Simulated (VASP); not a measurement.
Set up this calculation in VASP 6.6.1, as the native input.

- Task: electric field gradients
- Functional: LDA
- Potentials or basis: VASP PAW LDA potentials, release 64 (Sn_d, Pt)
- Cutoff: 520 eV
- k mesh: 8 × 8 × 8
- Occupations: fermi-dirac, width 0.05 eV
- Spin: no spin polarisation
- Dipole correction: no
- Further INCAR settings: ALGO = Normal; EDIFF = 1e-08; NBANDS = 30

The structure of SnPt3 lies in POSCAR:

```
SnPt3
1.0
    4.0000000000     -0.0200000000     -0.0200000000
   -0.0200000000      4.0000000000     -0.0200000000
   -0.0200000000     -0.0200000000      4.0000000000
Sn Pt
1 3
Direct
    0.0000000000      0.0000000000      0.0000000000
    0.0000000000      0.5000000000      0.5000000000
    0.5000000000      0.0000000000      0.5000000000
    0.5000000000      0.5000000000      0.0000000000
```

This cell differs from its parent crystal: equal xy, yz and zx shear strains of -1 %.

One way to write it, as run:

INCAR

```
PREC = Accurate
ENCUT = 520
EDIFF = 1E-8
ISMEAR = -1
SIGMA = 0.05
LREAL = F
LASPH = T
NELM = 100
ALGO = Normal
ISIF = 2
LWAVE = F
LCHARG = F
LEFG = T
NBANDS = 30
```

KPOINTS

```
regular mesh
0
Gamma
  8 8 8
```

Potentials or basis: VASP PAW LDA potentials, release 64 (Sn_d, Pt).

Command:

```sh
$ cat potpaw_LDA.64/Sn_d/POTCAR potpaw_LDA.64/Pt/POTCAR > POTCAR
$ mpirun -np 1 vasp_std > vasp.out
```

Results of the run:

| Quantity | Value |
| --- | --- |
| Pressure | -2.8 GPa |
| Band gap on the k mesh | zero (bands 22 and 23 overlap by 0.42 eV) |
| Largest electric field gradient by atom | Sn -15.2; Pt -146.9 V/Å² |

Caveat: the cell differs from its parent crystal (equal xy, yz and zx shear strains of -1 %); without QUAD_EFG the Cq values of the log hold for a quadrupole moment of 1 mb, not for the nuclei; spin-orbit coupling is left out, which moves the levels of the heavy elements.

It took 86 s on 1 thread of Intel(R) Xeon(R) Platinum 8259CL CPU @ 2.50GHz (Skylake/Cascade Lake), with other jobs on the host, peak memory 0.23 GiB.
